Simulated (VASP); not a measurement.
A run of VASP 6.6.1 is set up as follows.

Contents of INCAR:

```
PREC = Accurate ; ENCUT = 520
EDIFF = 1E-7 ; ISMEAR = 0
SIGMA = 0.1 ; LREAL = False
LASPH = True ; NELM = 150
ALGO = Normal ; ISIF = 2
LWAVE = False ; LCHARG = True
ISPIN = 2 ; MAGMOM = 0 1 1
LORBIT = 11 ; GGA = PE
IVDW = 12 ; LELF = True
LVHAR = True ; NBANDS = 20
```

KPOINTS

```
Automatic mesh
0
Gamma
  6 6 8
```

POSCAR

```
PF2
1.0
    4.9850734600      0.0000000000      0.0000000000
   -2.4925367300      4.3172002600      0.0000000000
    0.0000000000      0.0000000000      2.3123005600
P F
1 2
Direct
    0.0000000000      0.0000000000      0.5000000000
    0.3333333300      0.6666666700      0.5000000000
    0.6666666700      0.3333333300      0.5000000000
```

Potentials or basis: VASP PAW PBE potentials, release 64 (P, F).

Run with:

```sh
$ cat potpaw_PBE.64/P/POTCAR potpaw_PBE.64/F/POTCAR > POTCAR
$ mpirun -np 1 vasp_std > vasp.out
```

Predict the net moment.

-0.26 μB per cell.

Predict the dispersion energy per atom.

-0.120 eV.

Predict the site moments.

P -0.03; F -0.10 μB.

Estimate the pressure.

-12.5 GPa.

Stress tensor (GPa, compression positive):
```
-17.98   0.00   0.00
  0.00 -17.98   0.00
  0.00   0.00  -1.68
```

Caveat: the stress differs along the axes, from -18 to -2 GPa; a moment this small can come from the mesh or the smearing.
